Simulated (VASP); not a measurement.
Wanted: the native input for a VASP 6.6.1 run.

| Property | Result |
| --- | --- |
| Task | relaxation of cell and atoms |
| Functional | PBE |
| Potentials or basis | VASP PAW PBE potentials, release 64 (H, Mo_sv) |
| Cutoff | 600 eV |
| k mesh | 12 × 12 × 12 |
| Occupations | gaussian, width 0.1 eV |
| Spin | no spin polarisation |
| Dipole correction | no |
| Further INCAR settings | ALGO = Normal; EDIFF = 1e-06; IBRION = 2; EDIFFG = -0.01; NSW = 100; ISIF = 3 |

The structure of MoH5 lies in POSCAR:

```
MoH5
1.0
    3.0293150294      0.0000000000      0.0000000000
    0.0000000000      3.0293150294      0.0000000000
    0.0000000000      0.0000000000      3.4610070799
H Mo
5 1
Direct
    0.0000000000      0.5000000000      0.5000000000
    0.5000000000      0.0000000000      0.5000000000
    0.0000000000      0.0000000000      0.8627688729
    0.0000000000      0.0000000000      0.1372311271
    0.5000000000      0.5000000000      0.5000000000
    0.5000000000      0.5000000000      0.0000000000
```

The cell was built from a structure type or drawn by symmetry, and may not be a known phase.

One way to write it, as run:

INCAR

```
SYSTEM = MoH5
ALGO = Normal
EDIFF = 1E-6
EDIFFG = -0.01
ENCUT = 600
GGA = PE
IBRION = 2
ISIF = 3
ISMEAR = 0
LASPH = .TRUE.
LCHARG = .FALSE.
LREAL = .FALSE.
LWAVE = .FALSE.
NELM = 60
NSW = 100
PREC = Accurate
SIGMA = 0.1
```

KPOINTS

```
k-points
0
G
  12 12 12
  0 0 0
```

Potentials or basis: VASP PAW PBE potentials, release 64 (H, Mo_sv).

Command:

```sh
$ cat potpaw_PBE.64/H/POTCAR potpaw_PBE.64/Mo_sv/POTCAR > POTCAR
$ mpirun -np 1 vasp_std > vasp.out
```

It gave:

| Property | Result |
| --- | --- |
| Relaxed volume | 5.26 Å³/atom |
| Relaxed cell | a = 3.012 Å, b = 3.012 Å, c = 3.476 Å, α = 90.00°, β = 90.00°, γ = 90.00° |
| Space group after relaxing (to 0.1 Å) | P4/mmm (No. 123) |
| Energy gained by relaxing | 0.3 meV/atom |
| Ionic steps | 4 |
| Pressure after relaxing | 0.1 GPa |
| Largest force after relaxing | 0.010 eV/Å |
| Band gap on the k mesh | zero (an odd number of electrons rules out a gap without spin polarisation) |

It took 76 s on 1 thread of Intel(R) Xeon(R) Platinum 8488C (Sapphire Rapids) (shared host), peak memory 0.23 GiB.
